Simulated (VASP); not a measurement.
LiH: single point with PBEsol

Crystal: LiH.

```xyz
4
Lattice="1.9900 1.9900 0.0000 -1.9900 1.9900 0.0000 0.0000 0.0000 3.8606" Properties=species:S:1:pos:R:3 pbc="T T T"
Li    0.0000    0.0000    0.0000
Li    0.0000    1.9900    1.9303
H     0.0000    1.9900    0.0000
H     0.0000    0.0000    1.9303
```

This cell differs from its parent crystal: strain along c alone, the other axes held: -3.0 %.

```
Program                : VASP 6.6.1
Task                   : single point
Functional             : PBEsol
Potentials or basis    : VASP PAW PBE potentials, release 64 (Li_sv, H)
Cutoff                 : 520 eV
k mesh                 : 8 × 8 × 6
Occupations            : gaussian, width 0.02 eV
Spin                   : no spin polarisation
Dipole correction      : no
Further INCAR settings : ALGO = Normal; EDIFF = 1e-06; NBANDS = 12
```

```json
{
  "Band gap on the k mesh": "2.40 eV"
}
```

Levels at points of the mesh, in eV from the valence-band top:
| k point | band 1 | band 2 | band 3 | band 4 | band 5 | band 6 | band 7 | band 8 |
| --- | --- | --- | --- | --- | --- | --- | --- | --- |
| (0.00, 0.00, 0.00) | -43.82 | -43.74 | -5.90 | 0.00 | 2.84 | 10.38 | 10.38 | 13.52 |
| (0.50, 0.00, 0.00) | -43.76 | -43.76 | -3.06 | -3.06 | 7.46 | 7.46 | 8.35 | 8.35 |
| (0.50, 0.50, 0.00) | -43.75 | -43.75 | -0.24 | -0.24 | 2.40 | 2.40 | 10.75 | 10.75 |
| (0.00, 0.00, 0.50) | -43.78 | -43.78 | -4.29 | -4.29 | 10.89 | 10.89 | 12.78 | 12.78 |
| (0.50, 0.00, 0.50) | -43.76 | -43.76 | -3.02 | -3.02 | 4.67 | 4.67 | 13.80 | 13.80 |
| (0.50, 0.50, 0.50) | -43.75 | -43.75 | -0.53 | -0.53 | 4.88 | 4.88 | 4.88 | 4.88 |

Run time: 11 s on 1 thread of Intel(R) Xeon(R) Platinum 8259CL CPU @ 2.50GHz (Skylake/Cascade Lake), with other jobs on the host, peak memory 0.14 GiB.

Caveat: the cell differs from its parent crystal (strain along c alone, the other axes held: -3.0 %). A k mesh can miss the band edges.
